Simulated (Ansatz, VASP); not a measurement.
**One calculation of B8N9, two programs**

```
CELL_PARAMETERS angstrom
0.00000 3.61500 3.61500
3.61500 0.00000 3.61500
3.61500 3.61500 0.00000
ATOMIC_POSITIONS crystal
B 0.98887 0.01314 0.98946
B 0.01491 0.99442 0.49733
B 0.98911 0.50821 0.98925
B 0.97937 0.51796 0.48468
B 0.49701 0.99307 0.01524
B 0.46415 0.02589 0.46587
B 0.48430 0.51772 0.97974
B 0.46554 0.54378 0.46457
N 0.11562 0.13407 0.11597
N 0.10929 0.14035 0.61186
N 0.11042 0.63923 0.11080
N 0.10951 0.63837 0.61168
N 0.61131 0.14016 0.10986
N 0.69681 0.05282 0.69714
N 0.61150 0.63818 0.10970
N 0.60521 0.64446 0.60558
N 0.52394 0.22573 0.52436
```

Alike in both runs: functional PBE; dispersion D3(BJ); k mesh 3 × 3 × 3; occupations gaussian, width 0.02 eV; collinear spin.

Ansatz relaxed the structure, and its values are those at the end. VASP's run is a single point on that final structure, the one shown.

```csv
,VASP,Ansatz
version,VASP 6.6.1,Ansatz 0.2.0
potentials or method,"VASP PAW PBE potentials, release 64 (B, N), cutoff 520 eV","scalar-relativistic, plane waves, PAW"
valence electrons in the cell,69,69
```

VASP gave:

```
rms of the force components (eV/Å)                            : 0.055
net moment per atom (μB)                                      : 0.05
size of the moment on the site where the two differ most (μB) : 0.23
```

Task: What did Ansatz give for the same quantities?

Result: rms of the force components (eV/Å): 0.003; net moment per atom (μB): 0.05; size of the moment on the site where the two differ most (μB): 0.14.

Site moments also hang on the region over which each program counts them.

The k mesh is coarse, so the values compare programs but aren't converged. Noted on VASP's run: the standard files for N, O and F lose accuracy on very short bonds.
